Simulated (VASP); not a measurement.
A run of VASP 6.6.1:

The input INCAR:

```
PREC = Accurate
ENCUT = 600
EDIFF = 1E-6
ISMEAR = 0
SIGMA = 0.1
LREAL = False
LASPH = True
NELM = 120
ALGO = Normal
ISIF = 2
LWAVE = False
LCHARG = False
GGA = PE
NBANDS = 36
GGA_COMPAT = False
```

Contents of KPOINTS:

```
regular mesh
0
Gamma
  6 6 4
```

Contents of POSCAR:

```
GaN
1.0
    3.1641145629     -0.0000000031      0.0000000000
   -1.5820572788      2.7402035935      0.0000000000
    0.0000000000      0.0000000000      7.4357951706
Ga N
3 3
Direct
    0.0000000000      0.5000000000      0.1666666667
    0.5000000000      0.5000000000      0.8333333333
    0.5000000000      0.0000000000      0.5000000000
    0.5000000000      0.5000000000      0.3333333333
    0.5000000000      0.0000000000      0.0000000000
    0.0000000000      0.5000000000      0.6666666667
```

Potentials or basis: VASP PAW PBE potentials, release 64 (Ga_d, N).

Run with:

```bash
$ cat potpaw_PBE.64/Ga_d/POTCAR potpaw_PBE.64/N/POTCAR > POTCAR
$ mpirun -np 1 vasp_std > vasp.out
```

Hardware: 1 thread of AMD EPYC 7R13 Processor (Zen 3), on a shared host.

Task: Estimate the wall time of this run.

Result: It took 54 s on 1 thread of AMD EPYC 7R13 Processor (Zen 3) (shared host), peak memory 0.19 GiB. Counts: scf iterations 15, k points 21.
